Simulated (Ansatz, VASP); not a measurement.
## Cs2SnI6 in VASP and in Ansatz

```
CELL_PARAMETERS angstrom
0.00000 5.81500 5.81500
5.81500 0.00000 5.81500
5.81500 5.81500 0.00000
ATOMIC_POSITIONS crystal
Cs 0.25000 0.25000 0.25000
Cs 0.75000 0.75000 0.75000
Sn 0.00000 0.00000 0.00000
I 0.75125 0.24875 0.24875
I 0.24875 0.75125 0.24875
I 0.24875 0.75125 0.75125
I 0.75125 0.24875 0.75125
I 0.24875 0.24875 0.75125
I 0.75125 0.75125 0.24875
```

Alike in both runs: functional PBE; k mesh 5 × 5 × 5; occupations fermi-dirac, width 0.02 eV; no spin polarisation.

Ansatz relaxed the structure, and its values are those at the end. VASP's run is a single point on that final structure, the one shown.

|  | VASP | Ansatz |
| --- | --- | --- |
| version | VASP 6.6.1 | Ansatz 0.2.0 |
| potentials or method | VASP PAW PBE potentials, release 64 (Cs_sv, Sn_d, I) | plane-wave PAW, scalar-relativistic |
| plane-wave cutoff (eV) | 500 | 420 |
| valence electrons in the cell | 74 | 134 |

```tsv
	VASP	Ansatz	Ansatz less VASP
pressure (GPa)	1.1	1.0	-0.01
```

The functional is the same, so the differences come from potentials, cutoffs and numerics. VASP's potentials hold 74 valence electrons a cell and Ansatz's 134, so a difference there can come from the potentials and not from the codes. Ansatz's warnings: stress scf threshold loose.

Neither program's run includes spin-orbit coupling.
